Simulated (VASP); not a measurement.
# BN (F-43m) in VASP: notebook, part 2 of 2

VASP 6.6.1. Earlier steps stand in the parts before.

**5. Vibrations by perturbation theory, PBE (zone-centre modes of this cell by finite displacements)**

The input, INCAR:

```
PREC = Accurate
ENCUT = 520
EDIFF = 1E-8
ISMEAR = 0
SIGMA = 0.05
LREAL = False
LASPH = True
NELM = 100
ALGO = Normal
ISIF = 2
LWAVE = False
LCHARG = False
GGA = PE
NBANDS = 16
IBRION = 8
NSW = 1
```

The input, KPOINTS:

```
Automatic mesh
0
Gamma
  10 10 6
```

The input, POSCAR:

```
BN
1.0
    0.0000000000     -1.8123485118     -1.8123485118
    0.0000000000      1.8123485118     -1.8123485118
    3.6246970237      0.0000000000      0.0000000000
B N
2 2
Direct
    0.5000000000      0.5000000000      0.5000000000
    0.0000000000      0.0000000000      0.0000000000
    1.0000000000      0.5000000000      0.2500000000
    0.5000000000      0.0000000000      0.7500000000
```

Potentials or basis: VASP PAW PBE potentials, release 64 (B, N).

Run with:

```
cat potpaw_PBE.64/B/POTCAR potpaw_PBE.64/N/POTCAR > POTCAR
mpirun -np 1 vasp_std > vasp.out
```

OUTCAR:

```text
PREC = Accurate
   ENCUT = 520
   EDIFF = 1E-8
   ISMEAR = 0
   LREAL = False
   LASPH = True
   NELM = 100
   ISIF = 2
   GGA = PE
   IBRION = 8
   NSW = 1

 ion  position               nearest neighbor table
   1  0.500  0.500  0.500-   3 1.57   4 1.57   4 1.57   3 1.57
   2  0.000  0.000  0.000-   3 1.57   4 1.57   3 1.57   4 1.57
   3  0.000  0.500  0.250-   1 1.57   2 1.57   2 1.57   1 1.57
   4  0.500  0.000  0.750-   1 1.57   2 1.57   1 1.57   2 1.57

  LATTYP: Found a simple tetragonal cell.
 ALAT       =     2.5630478451
 C/A-ratio  =     1.4142135624

  Lattice vectors:

 A1 = (   0.0000000000,  -1.8123485118,  -1.8123485118)
 A2 = (   0.0000000000,   1.8123485118,  -1.8123485118)
 A3 = (   3.6246970237,   0.0000000000,   0.0000000000)

Analysis of symmetry for initial positions (statically):
=====================================================================
 Subroutine PRICEL returns following result:

  LATTYP: Found a face centered cubic cell.
 ALAT       =     3.6246970237

  Lattice vectors:

 A1 = (  -1.8123485118,   0.0000000000,   1.8123485118)
 A2 = (  -1.8123485118,  -1.8123485118,   0.0000000000)
 A3 = (   0.0000000000,  -1.8123485118,   1.8123485118)

   2 primitive cells build up your supercell.

 Routine SETGRP: Setting up the symmetry group for a
 simple tetragonal supercell.

 Subroutine GETGRP returns: Found  8 space group operations
 (whereof  8 operations were pure point group operations)
 out of a pool of 16 trial point group operations.

The static configuration has the point symmetry D_2d.

Analysis of symmetry for dynamics (positions and initial velocities):
=====================================================================
 Subroutine PRICEL returns following result:

  LATTYP: Found a face centered cubic cell.
 ALAT       =     3.6246970237

  Lattice vectors:

 A1 = (  -1.8123485118,   0.0000000000,   1.8123485118)
 A2 = (  -1.8123485118,  -1.8123485118,   0.0000000000)
 A3 = (   0.0000000000,  -1.8123485118,   1.8123485118)

[... 630 lines left out ...]
  -------------------------------------------------------------------------------------
  Total        0.0340155      0.0341474      0.0341474      0.0000000      0.0000000      0.0000000
  in kB        2.2887676      2.2976435      2.2976435      0.0000000      0.0000000      0.0000000
  external PRESSURE =       2.2946848 kB  Pullay stress =       0.0000000 kB

 VOLUME and BASIS-vectors are now :
 -----------------------------------------------------------------------------
  energy-cutoff  :      520.00
  volume of cell :       23.81
      direct lattice vectors                 reciprocal lattice vectors
     0.000000000 -1.812348512 -1.812348512     0.000000000 -0.275885127 -0.275885127
     0.000000000  1.812348512 -1.812348512     0.000000000  0.275885127 -0.275885127
     3.624697024  0.000000000  0.000000000     0.275885127  0.000000000  0.000000000

 POSITION                                       TOTAL-FORCE (eV/Angst)
 -----------------------------------------------------------------------------------
      1.81235      0.00000     -1.81235         0.000000     -0.000000     -0.000000
      0.00000      0.00000      0.00000         0.000000      0.000000      0.000000
      0.90617      0.90617     -0.90617        -0.000000      0.000000     -0.000000
      2.71852     -0.90617     -0.90617         0.000000     -0.000000     -0.000000
 -----------------------------------------------------------------------------------
    total drift:                               -0.000000      0.000000     -0.000000

  FREE ENERGIE OF THE ION-ELECTRON SYSTEM (eV)
  ---------------------------------------------------
  free  energy   TOTEN  =       -34.9020101232 eV

  energy  without entropy=      -34.9020101232  energy(sigma->0) =      -34.90201012

[... ionic steps 2 to 9 ...]

--------------------------------------- Ionic step       10  -------------------------------------------

------------------------ aborting loop because EDIFF is reached ----------------------------------------

--------------------------------------- Ionic step       11  -------------------------------------------

 Free energy of the ion-electron system (eV)
  ---------------------------------------------------
  ---------------------------------------------------
  free energy    TOTEN  =        -0.23517219 eV

  energy without entropy =       -0.23517219

------------------------ aborting loop because EDIFF is reached ----------------------------------------

 INTERNAL STRAIN TENSOR  FOR ION    3  DIRECTION 2   (eV/Angst):
 -----------------------------------------------------------------------------
     0.00160  0.00000  1.43479
     0.00000 -0.00970  0.00000
     1.32932  0.00000  0.01146

 INTERNAL STRAIN TENSOR FOR ION    4 for displacements in x,y,z  (eV/Angst):
          X           Y           Z          XY          YZ          ZX
  --------------------------------------------------------------------------------
  x     0.00000     0.00000     0.00000     0.00000     1.50633     0.00000
  y     0.00000     0.00000     0.00000     0.00000     0.00000     1.43479
  z     0.00000     0.00000     0.00000     1.32932     0.00000     0.00000

 SECOND DERIVATIVES (NOT SYMMETRIZED)
 ------------------------------------
               1X          1Y          1Z          2X          2Y          2Z          3X          3Y          3Z          4X          4Y          4Z
  1X   -37.870189   -0.000000   -0.000000   14.098644    0.000000    0.000000   11.885772    0.000000    0.000000   11.885772   -0.000000   -0.000000
  1Y     0.000000  -24.610666    0.000000    0.000000    0.840499    0.000000    0.000000   11.885083    3.515736    0.000000   11.885083   -3.515736
  1Z     0.000000    0.000000  -24.610666    0.000000    0.000000    0.840499    0.000000    3.515736   11.885083    0.000000   -3.515736   11.885083
  2X    14.098644    0.000000    0.000000  -37.870189   -0.000000   -0.000000   11.885772   -0.000000   -0.000000   11.885772    0.000000    0.000000
  2Y     0.000000    0.840499    0.000000    0.000000  -24.610666    0.000000    0.000000   11.885083   -3.515736    0.000000   11.885083    3.515736
  2Z     0.000000    0.000000    0.840499    0.000000    0.000000  -24.610666    0.000000   -3.515736   11.885083    0.000000    3.515736   11.885083
  3X    11.883422    0.000000    0.000000   11.883422    0.000000    0.000000  -37.616697    0.000000    0.000000   13.849854   -0.000000   -0.000000
  3Y     0.000000   11.885359    3.514554    0.000000   11.885359   -3.514554    0.000000  -28.274633    0.000000    0.000000    4.503916    0.000000
  3Z     0.000000    3.514554   11.885359    0.000000   -3.514554   11.885359    0.000000    0.000000  -28.274633    0.000000    0.000000    4.503916
  4X    11.883422    0.000000    0.000000   11.883422    0.000000    0.000000   13.849854   -0.000000   -0.000000  -37.616697    0.000000    0.000000
  4Y     0.000000   11.885359   -3.514554    0.000000   11.885359    3.514554    0.000000    4.503916    0.000000    0.000000  -28.274633    0.000000
  4Z     0.000000   -3.514554   11.885359    0.000000    3.514554   11.885359    0.000000    0.000000    4.503916    0.000000    0.000000  -28.274633

 Eigenvectors and eigenvalues of the dynamical matrix
 ----------------------------------------------------

   1 f  =   34.275932 THz   215.362031 2PiTHz 1143.322020 cm-1   141.753800 meV
             X         Y         Z           dx          dy          dz
      1.812349  0.000000 -1.812349     0.707107    0.000000   -0.000000
      0.000000  0.000000  0.000000    -0.707107    0.000000    0.000000
      0.906174  0.906174 -0.906174     0.000000   -0.000000   -0.000000
      2.718523 -0.906174 -0.906174    -0.000000   -0.000000   -0.000000
[... 71 lines left out ...]
  12 f/i=    0.001513 THz     0.009508 2PiTHz    0.050477 cm-1     0.006258 meV
             X         Y         Z           dx          dy          dz
      1.812349  0.000000 -1.812349    -0.466727    0.000000   -0.000000
      0.000000  0.000000  0.000000    -0.466727    0.000000   -0.000000
      0.906174  0.906174 -0.906174    -0.531193    0.000000   -0.000000
      2.718523 -0.906174 -0.906174    -0.531193    0.000000   -0.000000

--------------------------------------------------------------------------------------------------------

 ELASTIC MODULI CONTR FROM IONIC RELAXATION (kBar)
 Direction    XX          YY          ZZ          XY          YZ          ZX
 --------------------------------------------------------------------------------
 XX           0.0000      0.0000      0.0000      0.0000      0.0000      0.0000
 YY           0.0000      0.0000      0.0000      0.0000      0.0000      0.0000
 ZZ           0.0000      0.0000      0.0000      0.0000      0.0000      0.0000
 XY           0.0000      0.0000      0.0000     -8.4291      0.0000     -0.0000
 YZ           0.0000      0.0000      0.0000      0.0000    -13.0402      0.0000
 ZX           0.0000      0.0000      0.0000     -0.0000      0.0000    -11.5977
 --------------------------------------------------------------------------------
```

OSZICAR:

```text
N       E                     dE             d eps       ncg     rms          rms(c)
DAV:   1     0.389469301527E+02    0.38947E+02   -0.86082E+03  2696   0.990E+02
DAV:   2    -0.345090334762E+02   -0.73456E+02   -0.68556E+02  3912   0.230E+02
DAV:   3    -0.368017196227E+02   -0.22927E+01   -0.22871E+01  3072   0.370E+01
DAV:   4    -0.368074574147E+02   -0.57378E-02   -0.57375E-02  3288   0.211E+00
[... 67 lines left out ...]
RMM:   8    -0.235172422618E+00   -0.15704E-06    0.49996E-08  9518   0.138E-04    0.395E-05
RMM:   9    -0.235172182345E+00    0.24027E-06    0.11028E-08  9835   0.447E-05    0.565E-06
RMM:  10    -0.235172171804E+00    0.10541E-07    0.56508E-09  9743   0.839E-06    0.106E-06
RMM:  11    -0.235172186708E+00   -0.14904E-07    0.24989E-09  8404   0.170E-06    0.318E-07
RMM:  12    -0.235172188276E+00   -0.15681E-08    0.52631E-10  5713   0.678E-07    0.358E-08
 Linear response finished
```

It took 4.5 min on 1 thread of AMD EPYC 7R43 (Zen 3), shared host; peak memory 0.28 GiB.

Results:

| Quantity | Value |
| --- | --- |
| Highest phonon frequency at Γ, LO-TO splitting left out | 1143 cm⁻¹ |

Phonon frequencies in cm⁻¹ (negative: imaginary):
```csv
q point,frequencies
"(0.000, 0.000, 0.000)",0 0 0 695 695 891 891 1000 1029 1029 1029 1143
```

Caveat: the cell differs from its parent crystal (zone-centre modes of this cell by finite displacements).

**6. Vibrations by perturbation theory, PBE**

This run uses another cell than the first one, of 5.86 Å³/atom, 1.099 times its volume.

The input, INCAR:

```
SYSTEM = BN
PREC = Accurate ; ENCUT = 520
EDIFF = 1E-8 ; ISMEAR = 0
SIGMA = 0.01 ; LREAL = .FALSE.
LASPH = .TRUE. ; NELM = 80
ALGO = Normal ; ISIF = 2
LWAVE = .FALSE. ; LCHARG = .FALSE.
GGA = PE ; IBRION = 8
NSW = 1 ; LEPSILON = .TRUE.
```

The input, KPOINTS:

```
Automatic mesh
0
G
  12 12 12
  0 0 0
```

The input, POSCAR:

```
BN
1.0
    0.0000000000      1.8029071543      1.8029071543
    1.8029071543      0.0000000000      1.8029071543
    1.8029071543      1.8029071543      0.0000000000
B N
1 1
Direct
    0.0000000000      0.0000000000      0.0000000000
    0.7500000000      0.7500000000      0.7500000000
```

Potentials or basis: VASP PAW PBE potentials, release 64 (B, N).

Run with:

```
cat potpaw_PBE.64/B/POTCAR potpaw_PBE.64/N/POTCAR > POTCAR
mpirun -np 1 vasp_std > vasp.out
```

OUTCAR:

```text
SYSTEM = BN
   PREC = Accurate
   ENCUT = 520
   EDIFF = 1E-8
   ISMEAR = 0
   LREAL = .FALSE.
   LASPH = .TRUE.
   NELM = 80
   ISIF = 2
   GGA = PE
   IBRION = 8
   NSW = 1
   LEPSILON = .TRUE.

 ion  position               nearest neighbor table
   1  0.000  0.000  0.000-   2 1.56   2 1.56   2 1.56   2 1.56
   2  0.750  0.750  0.750-   1 1.56   1 1.56   1 1.56   1 1.56

  LATTYP: Found a face centered cubic cell.
 ALAT       =     3.6058143086

  Lattice vectors:

 A1 = (   0.0000000000,   1.8029071543,   1.8029071543)
 A2 = (   1.8029071543,   0.0000000000,   1.8029071543)
 A3 = (   1.8029071543,   1.8029071543,   0.0000000000)

Analysis of symmetry for initial positions (statically):
=====================================================================
 Subroutine PRICEL returns:
 Original cell was already a primitive cell.

 Routine SETGRP: Setting up the symmetry group for a
 face centered cubic supercell.

 Subroutine GETGRP returns: Found 24 space group operations
 (whereof 24 operations were pure point group operations)
 out of a pool of 48 trial point group operations.

The static configuration has the point symmetry T_d .

Analysis of symmetry for dynamics (positions and initial velocities):
=====================================================================
 Subroutine PRICEL returns:
 Original cell was already a primitive cell.

 Routine SETGRP: Setting up the symmetry group for a
 face centered cubic supercell.

 Subroutine GETGRP returns: Found 24 space group operations
 (whereof 24 operations were pure point group operations)
 out of a pool of 48 trial point group operations.

The dynamic configuration has the point symmetry T_d .

 Subroutine INISYM returns: Found 24 space group operations
 (whereof 24 operations are pure point group operations),
 and found     1 'primitive' translations

----------------------------------------------------------------------------------------

                                     Primitive cell

  volume of cell :      11.7206

  direct lattice vectors                    reciprocal lattice vectors
     0.000000000  1.802907154  1.802907154    -0.277329866  0.277329866  0.277329866
     1.802907154  0.000000000  1.802907154     0.277329866 -0.277329866  0.277329866
     1.802907154  1.802907154  0.000000000     0.277329866  0.277329866 -0.277329866

  length of vectors
     2.549695749  2.549695749  2.549695749     0.480349419  0.480349419  0.480349419

  position of ions in fractional coordinates (direct lattice)
     0.000000000  0.000000000  0.000000000
     0.750000000  0.750000000  0.750000000

[... 452 lines left out ...]
 -----------------------------------------------------------------------------
    -0.00045  1.03901  0.00000
     1.03901 -0.00045  0.00000
     0.00000  0.00000  0.00037

--------------------------------------- Ionic step        4  -------------------------------------------

------------------------ aborting loop because EDIFF is reached ----------------------------------------

[... ionic steps 5 to 6 ...]

--------------------------------------- Ionic step        7  -------------------------------------------

 Free energy of the ion-electron system (eV)
  ---------------------------------------------------
  ---------------------------------------------------
  free energy    TOTEN  =        -0.23109016 eV

  energy without entropy =       -0.23109016

------------------------ aborting loop because EDIFF is reached ----------------------------------------

 INTERNAL STRAIN TENSOR  FOR ION    2  DIRECTION 1   (eV/Angst):
 -----------------------------------------------------------------------------
     0.00840  0.00000  0.00000
     0.00000 -0.00310  2.21851
     0.00000  2.21851 -0.00310

 MACROSCOPIC STATIC DIELECTRIC TENSOR (including local field effects in DFT)
 ------------------------------------------------------
           4.598184     0.000000    -0.000000
          -0.000000     4.598184     0.000000
           0.000000     0.000000     4.598184
 ------------------------------------------------------

 PIEZOELECTRIC TENSOR (including local field effects)  for field in x, y, z        (e  Angst)
          XX          YY          ZZ          XY          YZ          ZX
  --------------------------------------------------------------------------------
  x    -0.00000    -0.00000    -0.00000     0.00000     0.76049     0.00000
  y     0.00000     0.00000     0.00000     0.00000     0.00000     0.76049
  z    -0.00000    -0.00000    -0.00000     0.76049     0.00000     0.00000

 PIEZOELECTRIC TENSOR (including local field effects)  for field in x, y, z        (C/m^2)
          XX          YY          ZZ          XY          YZ          ZX
  --------------------------------------------------------------------------------
  x    -0.00000    -0.00000    -0.00000     0.00000     1.03957     0.00000
  y     0.00000     0.00000     0.00000     0.00000     0.00000     1.03957
  z    -0.00000    -0.00000    -0.00000     1.03957     0.00000     0.00000

 BORN EFFECTIVE CHARGES (including local field effects) (in |e|, cummulative output)
 ---------------------------------------------------------------------------------
 ion    1
    1     1.90397     0.00000     0.00000
    2     0.00000     1.90397     0.00000
    3    -0.00000     0.00000     1.90397
 ion    2
    1    -1.90397    -0.00000    -0.00000
    2    -0.00000    -1.90397    -0.00000
    3     0.00000    -0.00000    -1.90397

 INTERNAL STRAIN TENSOR FOR ION    2 for displacements in x,y,z  (eV/Angst):
          X           Y           Z          XY          YZ          ZX
  --------------------------------------------------------------------------------
  x    -0.00000    -0.00000     0.00000     0.00000     2.21851     0.00000
  y    -0.00000     0.00000     0.00000     0.00000     0.00000     2.21851
  z    -0.00000     0.00000    -0.00000     2.21851     0.00000     0.00000

 SECOND DERIVATIVES (NOT SYMMETRIZED)
 ------------------------------------
               1X          1Y          1Z          2X          2Y          2Z
  1X   -24.695510    0.000000    0.000000   24.695510    0.000000    0.000000
  1Y     0.000000  -24.695510    0.000000    0.000000   24.695510    0.000000
  1Z     0.000000    0.000000  -24.695510    0.000000    0.000000   24.695510
  2X    24.692017    0.000000    0.000000  -24.692017    0.000000    0.000000
  2Y     0.000000   24.692017    0.000000    0.000000  -24.692017    0.000000
  2Z     0.000000    0.000000   24.692017    0.000000    0.000000  -24.692017

 Eigenvectors and eigenvalues of the dynamical matrix
 ----------------------------------------------------

   1 f  =   31.453195 THz   197.626253 2PiTHz 1049.165654 cm-1   130.079904 meV
             X         Y         Z           dx          dy          dz
      0.000000  0.000000  0.000000    -0.000000   -0.751211    0.000000
      2.704361  2.704361  2.704361    -0.000000    0.660062    0.000000
[... 21 lines left out ...]
   6 f/i=    0.001103 THz     0.006929 2PiTHz    0.036787 cm-1     0.004561 meV
             X         Y         Z           dx          dy          dz
      0.000000  0.000000  0.000000    -0.021707    0.659705    0.000000
      2.704361  2.704361  2.704361    -0.024705    0.750805    0.000000

--------------------------------------------------------------------------------------------------------

 MACROSCOPIC STATIC DIELECTRIC TENSOR IONIC CONTRIBUTION
 ------------------------------------------------------
           2.266459     0.000000     0.000000
           0.000000     2.266459     0.000000
           0.000000     0.000000     2.266459
 ------------------------------------------------------

 ELASTIC MODULI CONTR FROM IONIC RELAXATION (kBar)
 Direction    XX          YY          ZZ          XY          YZ          ZX
 --------------------------------------------------------------------------------
 XX          -0.0000     -0.0000      0.0000     -0.0000     -0.0000     -0.0000
 YY          -0.0000     -0.0000      0.0000     -0.0000     -0.0000     -0.0000
 ZZ           0.0000      0.0000     -0.0000     -0.0000      0.0000      0.0000
 XY          -0.0000     -0.0000     -0.0000    -25.2614      0.0000      0.0000
 YZ          -0.0000     -0.0000      0.0000      0.0000    -25.2614      0.0000
 ZX          -0.0000     -0.0000      0.0000      0.0000      0.0000    -25.2614
 --------------------------------------------------------------------------------

 PIEZOELECTRIC TENSOR IONIC CONTR  for field in x, y, z        (C/m^2)
          XX          YY          ZZ          XY          YZ          ZX
  --------------------------------------------------------------------------------
  x    -0.00000    -0.00000     0.00000    -0.00000    -0.22515    -0.00000
  y    -0.00000    -0.00000     0.00000    -0.00000    -0.00000    -0.22515
  z    -0.00000    -0.00000    -0.00000    -0.22515     0.00000    -0.00000
```

Wall time 4.6 min (1 thread of Intel Xeon 8259CL, shared host); peak memory 0.18 GiB.

Results:

```yaml
Electronic_dielectric_tensor_diagonal: 4.60
Born_charges_mean_of_the_diagonal: B +1.90; N -1.90 e
Highest_phonon_frequency_at_Γ_LO-TO_splitting_left_out: 1049 cm⁻¹
```

Phonon frequencies in cm⁻¹ (negative: imaginary):
```tsv
q point	frequencies
(0.000, 0.000, 0.000)	0 0 0 1049 1049 1049
```

Electronic dielectric tensor:
```
4.60 0.00 0.00
0.00 4.60 0.00
0.00 0.00 4.60
```

Born effective charge tensors (e):
atom 1, B
```
1.90 0.00 0.00
0.00 1.90 0.00
0.00 0.00 1.90
```
atom 2, N
```
-1.90  0.00  0.00
 0.00 -1.90  0.00
 0.00  0.00 -1.90
```

Caveat: the cell wasn't relaxed at this level first, which shifts response properties.
